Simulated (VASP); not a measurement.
# Ti (Im-3m) in VASP: a series of runs

The runs below take Ti through single point, relaxation of cell and atoms, with r2SCAN.

Everything below comes from runs of VASP 6.6.1. Logs are shortened: lines on timing, memory, paths and dates and some standing lists are left out, and cuts for length are marked.

**1. The cell of the first run**

It takes space group Im-3m (No. 229, cubic). Conventional cell: a = 3.284 Å, b = 3.284 Å, c = 3.284 Å, α = 90.00°, β = 90.00°, γ = 90.00°. Ti (site symmetry m-3m) has 14 Ti at 2.84 to 3.28 Å within 3.7 Å.

**2. Single point, r2SCAN (volume scaled by 1.03)**

Input file POSCAR:

```
Ti
1.0
   -1.6419938864      1.6419938864      1.6419938864
    1.6419938864     -1.6419938864      1.6419938864
    1.6419938864      1.6419938864     -1.6419938864
Ti
1
Direct
    0.0000000000      0.0000000000      0.0000000000
```

Input file INCAR.step1:

```
SYSTEM = Ti
ALGO = Normal
EDIFF = 1E-4
ENCUT = 520
GGA = PE
ISMEAR = 0
LASPH = .TRUE.
LCHARG = .FALSE.
LREAL = .FALSE.
LWAVE = .TRUE.
NBANDS = 12
NELM = 100
PREC = Accurate
SIGMA = 0.1
```

Input file INCAR.step2:

```
SYSTEM = Ti
ALGO = Normal
EDIFF = 1E-6
ENCUT = 520
ISIF = 2
ISMEAR = 0
ISTART = 1
LASPH = .TRUE.
LCHARG = .TRUE.
LELF = .TRUE.
LMIXTAU = .TRUE.
LREAL = .FALSE.
LVHAR = .TRUE.
LWAVE = .FALSE.
METAGGA = R2SCAN
NBANDS = 12
NELM = 100
PREC = Accurate
SIGMA = 0.1
```

Input file KPOINTS:

```
k-points
0
G
  18 18 18
  0 0 0
```

Potentials or basis: VASP PAW PBE potentials, release 64 (Ti_sv).

Started as:

```bash
> cat potpaw_PBE.64/Ti_sv/POTCAR > POTCAR
> cp INCAR.step1 INCAR
> mpirun -np 1 vasp_std > vasp.out
> cp INCAR.step2 INCAR
> mpirun -np 1 vasp_std > vasp.out
```

OUTCAR:

```text
SYSTEM = Ti
   EDIFF = 1E-6
   ENCUT = 520
   ISIF = 2
   ISMEAR = 0
   ISTART = 1
   LASPH = .TRUE.
   LREAL = .FALSE.
   METAGGA = R2SCAN
   NELM = 100
   PREC = Accurate

 ion  position               nearest neighbor table
   1  0.000  0.000  0.000-

  LATTYP: Found a body centered cubic cell.
 ALAT       =     3.2839877728

  Lattice vectors:

 A1 = (  -1.6419938864,   1.6419938864,   1.6419938864)
 A2 = (   1.6419938864,  -1.6419938864,   1.6419938864)
 A3 = (   1.6419938864,   1.6419938864,  -1.6419938864)

Analysis of symmetry for initial positions (statically):
=====================================================================
 Subroutine PRICEL returns:
 Original cell was already a primitive cell.

 Routine SETGRP: Setting up the symmetry group for a
 body centered cubic supercell.

 Subroutine GETGRP returns: Found 48 space group operations
 (whereof 48 operations were pure point group operations)
 out of a pool of 48 trial point group operations.

The static configuration has the point symmetry O_h .

Analysis of symmetry for dynamics (positions and initial velocities):
=====================================================================
 Subroutine PRICEL returns:
 Original cell was already a primitive cell.

 Routine SETGRP: Setting up the symmetry group for a
 body centered cubic supercell.

 Subroutine GETGRP returns: Found 48 space group operations
 (whereof 48 operations were pure point group operations)
 out of a pool of 48 trial point group operations.

The dynamic configuration has the point symmetry O_h .

 Subroutine INISYM returns: Found 48 space group operations
 (whereof 48 operations are pure point group operations),
 and found     1 'primitive' translations

----------------------------------------------------------------------------------------

                                     Primitive cell

  volume of cell :      17.7082

  direct lattice vectors                    reciprocal lattice vectors
    -1.641993886  1.641993886  1.641993886     0.000000000  0.304507833  0.304507833
     1.641993886 -1.641993886  1.641993886     0.304507833  0.000000000  0.304507833
     1.641993886  1.641993886 -1.641993886     0.304507833  0.304507833  0.000000000

  length of vectors
     2.844016837  2.844016837  2.844016837     0.430639107  0.430639107  0.430639107

  position of ions in fractional coordinates (direct lattice)
     0.000000000  0.000000000  0.000000000

  ion indices of the primitive-cell ions
   primitive index   ion index
                 1           1

----------------------------------------------------------------------------------------

 KPOINTS: k-points

Automatic generation of k-mesh.
 Grid dimensions read from file:
 generate k-points for:   18   18   18

 Generating k-lattice:

  Cartesian coordinates                     Fractional coordinates (reciprocal lattice)
     0.000000000  0.016917102  0.016917102     0.055555556  0.000000000  0.000000000
     0.016917102  0.000000000  0.016917102     0.000000000  0.055555556  0.000000000
     0.016917102  0.016917102  0.000000000     0.000000000  0.000000000  0.055555556

  Length of vectors
     0.023924395  0.023924395  0.023924395

  Shift w.r.t. Gamma in fractional coordinates (k-lattice)
     0.000000000  0.000000000  0.000000000

 Subroutine IBZKPT returns following result:
 ===========================================

 Found    195 irreducible k-points:

 Following reciprocal coordinates:
            Coordinates               Weight
  0.000000  0.000000  0.000000      1.000000
  0.055556  0.000000  0.000000     12.000000
  0.111111  0.000000  0.000000     12.000000
  0.166667  0.000000  0.000000     12.000000
  0.222222  0.000000  0.000000     12.000000
  0.277778  0.000000  0.000000     12.000000
[... 16 lines left out ...]
  0.333333  0.111111  0.000000     48.000000
  0.388889  0.111111 -0.000000     48.000000
 [... further k-points ...]
   k-points           NKPTS =    195   k-points in BZ     NKDIM =    195   number of bands    NBANDS=     12
   number of dos      NEDOS =    301   number of ions     NIONS =      1
   total plane-waves  NPLWV =  13824
   dimension x,y,z NGX =    24 NGY =   24 NGZ =   24
   dimension x,y,z NGXF=    48 NGYF=   48 NGZF=   48
   ions per type =               1
   NGX,Y,Z   is equivalent  to a cutoff of  14.03, 14.03, 14.03 a.u.
   NGXF,Y,Z  is equivalent  to a cutoff of  28.06, 28.06, 28.06 a.u.
 SYSTEM =  Ti
   PREC   = accura    normal or accurate (medium, high low for compatibility)
   ISTART =      1    job   : 0-new  1-cont  2-samecut
   ICHARG =      0    charge: 1-file 2-atom 10-const
   ISPIN  =      1    spin polarized calculation?
   LNONCOLLINEAR =      F non collinear calculations
   LSORBIT =      F    spin-orbit coupling
   LASPH  =      T    aspherical Exc in radial PAW
   ENCUT  =  520.0 eV  38.22 Ry    6.18 a.u.   5.29  5.29  5.29*2*pi/ulx,y,z
   NELM   =    100;   NELMIN=  2; NELMDL=  0     # of ELM steps
   EDIFF  = 0.1E-05   stopping-criterion for ELM
   LREAL  =      F    real-space projection
   EDIFFG = 0.1E-04   stopping-criterion for IOM
   NSW    =      0    number of steps for IOM
   IBRION =     -1    ionic relax: 0-MD 1-quasi-New 2-CG
   NFREE  =      0    steps in history (QN), initial steepest desc. (CG)
   ISIF   =      2    stress and relaxation
   ISYM   =      2    0-nonsym 1-usesym 2-fastsym
   POTIM  = 0.5000    time-step for ionic-motion
   TEBEG  =    0.0;   TEEND  =   0.0 temperature during run
   PSTRESS=    0.0 pullay stress
   NELECT =      12.0000    total number of electrons
   NUPDOWN=      -1.0000    fix difference up-down
   EMIN   =  10.00;   EMAX   =-10.00  energy-range for DOS
   EFERMI =   0.00;   METHOD = LEGACY
   ISMEAR =     0;   SIGMA  =   0.10  broadening in eV -4-tet -1-fermi 0-gaus
   EFERMI_NEDOS =   21; number of points for ismear=-14 and -15
   IALGO  =     38    algorithm
   IMIX   =      4    mixing-type and parameters
     AMIX     =   0.40;   BMIX     =  1.00
     AMIX_MAG =   1.60;   BMIX_MAG =  1.00
  volume/ion in A,a.u.               =      17.71       119.50
  Fermi-wavevector in a.u.,A,eV,Ry     =   1.437950  2.717331 28.132760  2.067700
  Thomas-Fermi vector in A             =   2.556971
   LORBIT       =      0    0 simple, 1 ext, 2 COOP (PROOUT), +10 PAW based schemes
   METAGGA = R2SCAN    functional components
   LHFCALC =     F    Hartree Fock is set to
   AEXX    =    0.0000 exact exchange contribution
   IVDW    =     0    specifies the selected vdW correction
   LEPSILON=     F    determine dielectric tensor
   LRPA    =     F    only Hartree local field effects (RPA)
 non-spin polarized calculation
 Gauss-broadening in eV      SIGMA  =   0.10
  energy-cutoff  :      520.00
  volume of cell :       17.71
 maximum number of plane-waves:       490
 NGX is ok and might be reduce to    24
   NGX = 11   NGY = 11   NGZ = 11

 number of electron      12.0000001 magnetization

 Free energy of the ion-electron system (eV)
  ---------------------------------------------------
  ext. energy  EPLUGINS =         0.00000000
  ---------------------------------------------------
  free energy    TOTEN  =       -12.81583197 eV

  energy without entropy =      -12.80527431  energy(sigma->0) =      -12.81055314

 E-fermi :   7.9222     XC(G=0): -12.3009

 val. band max:        7.9175000054   @ k =   0.1667   0.1667   0.0556
 cond. band min:       7.9246162057   @ k =  -0.2778   0.2778   0.2222
 fundamental gap:      0.0071162003
 Fermi energy:         7.9222065060

 k-point     1 :       0.0000    0.0000    0.0000
  band No.  band energies     occupation
      1     -51.0334      2.00000
      2     -25.8580      2.00000
      3     -25.8580      2.00000
      4     -25.8580      2.00000
      5       1.6189      2.00000
      6       9.0420      0.00000
      7       9.0420      0.00000
      8       9.0421      0.00000
      9      10.7808      0.00000
     10      10.7808      0.00000
     11      25.8686      0.00000
     12      25.8686      0.00000

 k-point     2 :       0.0556    0.0000    0.0000
  band No.  band energies     occupation
      1     -51.0296      2.00000
      2     -25.8785      2.00000
      3     -25.8642      2.00000
      4     -25.8581      2.00000
      5       1.7269      2.00000
      6       8.9916      0.00000
      7       9.0270      0.00000
      8       9.1188      0.00000
      9      10.7215      0.00000
     10      10.7835      0.00000
     11      25.6736      0.00000
     12      25.8536      0.00000

 k-point     3 :       0.1111    0.0000    0.0000
  band No.  band energies     occupation
      1     -51.0187      2.00000
      2     -25.9373      2.00000
      3     -25.8821      2.00000
      4     -25.8586      2.00000
      5       2.0439      2.00000
      6       8.8496      0.00000
      7       8.9614      0.00000
      8       9.3446      0.00000
      9      10.5868      0.00000
     10      10.7938      0.00000
     11      25.0793      0.00000
     12      25.7197      0.00000

 k-point     4 :       0.1667    0.0000    0.0000
  band No.  band energies     occupation
      1     -51.0020      2.00000
      2     -26.0264      2.00000
      3     -25.9094      2.00000
      4     -25.8592      2.00000
      5       2.5477      2.00000
      6       8.6402      0.00000
      7       8.8024      0.00000
      8       9.7058      0.00000
      9      10.4779      0.00000
     10      10.8165      0.00000
     11      24.0757      0.00000
     12      25.2877      0.00000

 k-point     5 :       0.2222    0.0000    0.0000
  band No.  band energies     occupation
      1     -50.9814      2.00000
      2     -26.1344      2.00000
      3     -25.9427      2.00000
      4     -25.8600      2.00000
      5       3.1970      2.00000
      6       8.3955      0.00000
      7       8.5524      0.00000
      8      10.1781      0.00000
      9      10.4671      0.00000
     10      10.8566      0.00000
     11      22.7257      0.00000
     12      24.5489      0.00000
[... 228 lines left out ...]
      1     -50.9527      2.00000
      2     -26.2626      2.00000
      3     -25.9842      2.00000
      4     -25.8859      2.00000
      5       4.1848      2.00000
      6       8.0555      0.05934
      7       8.1815      0.00025
      8      10.3854      0.00000
      9      10.9886      0.00000
     10      11.0761      0.00000
     11      21.2763      0.00000
     12      22.9283      0.00000

 k-point    22 :       0.2778    0.1111   -0.0000
  band No.  band energies     occupation
      1     -50.9332      2.00000
      2     -26.3515      2.00000
      3     -26.0239      2.00000
      4     -25.8879      2.00000
      5       4.8634      2.00000
      6       7.8473      1.71084
      7       8.0377      0.10248
      8      10.5103      0.00000
      9      11.1052      0.00000
     10      11.6155      0.00000
     11      19.7137      0.00000
     12      22.2409      0.00000

 k-point    23 :       0.3333    0.1111    0.0000
  band No.  band energies     occupation
      1     -50.9172      2.00000
      2     -26.4229      2.00000
      3     -26.0568      2.00000
      4     -25.8893      2.00000
      5       5.3569      2.00000
      6       7.7221      1.99534
      7       8.0691      0.03771
      8      10.6385      0.00000
      9      11.1693      0.00000
     10      12.1712      0.00000
     11      18.2902      0.00000
     12      21.6900      0.00000

 k-point    24 :       0.3889    0.1111   -0.0000
  band No.  band energies     occupation
      1     -50.9068      2.00000
      2     -26.4689      2.00000
      3     -26.0783      2.00000
      4     -25.8901      2.00000
      5       5.5932      2.00000
      6       7.6413      1.99993
      7       8.2747      0.00000
      8      10.7103      0.00000
      9      11.2459      0.00000
     10      12.6000      0.00000
     11      17.2298      0.00000
     12      21.3291      0.00000

 [... further k-points ...]
[... 5 lines left out ...]
  --------------------------------------------------------------------------------------
  -------------------------------------------------------------------------------------
  Total       -0.3176930     -0.3176930     -0.3176930      0.0000000     -0.0000000      0.0000000
  in kB      -28.7437655    -28.7437655    -28.7437655      0.0000000     -0.0000000      0.0000000
  external PRESSURE =     -28.7437655 kB  Pullay stress =       0.0000000 kB

 VOLUME and BASIS-vectors are now :
 -----------------------------------------------------------------------------
  energy-cutoff  :      520.00
  volume of cell :       17.71
      direct lattice vectors                 reciprocal lattice vectors
    -1.641993886  1.641993886  1.641993886     0.000000000  0.304507833  0.304507833
     1.641993886 -1.641993886  1.641993886     0.304507833  0.000000000  0.304507833
     1.641993886  1.641993886 -1.641993886     0.304507833  0.304507833  0.000000000

 POSITION                                       TOTAL-FORCE (eV/Angst)
 -----------------------------------------------------------------------------------
      0.00000      0.00000      0.00000        -0.000000      0.000000     -0.000000
 -----------------------------------------------------------------------------------
    total drift:                               -0.000000      0.000000      0.000000

  FREE ENERGIE OF THE ION-ELECTRON SYSTEM (eV)
  ---------------------------------------------------
  free  energy   TOTEN  =       -12.8158319688 eV

  energy  without entropy=      -12.8052743072  energy(sigma->0) =      -12.81055314
```

Wall time 96 s (1 thread of Intel Xeon Platinum 8259CL at 2.50GHz (Skylake/Cascade Lake), shared host); peak memory 0.17 GiB.

What came out:

* Free energy: -12.8158 eV
* Pressure: -2.9 GPa
* Band gap on the k mesh: zero (band 6 reaches 9.04 eV, above the bottom of band 7 at 7.23 eV)

Caveat: the PAW data sets were made with another functional, which shifts forces and pressure a little.

(Continued in part 2 of 2.)
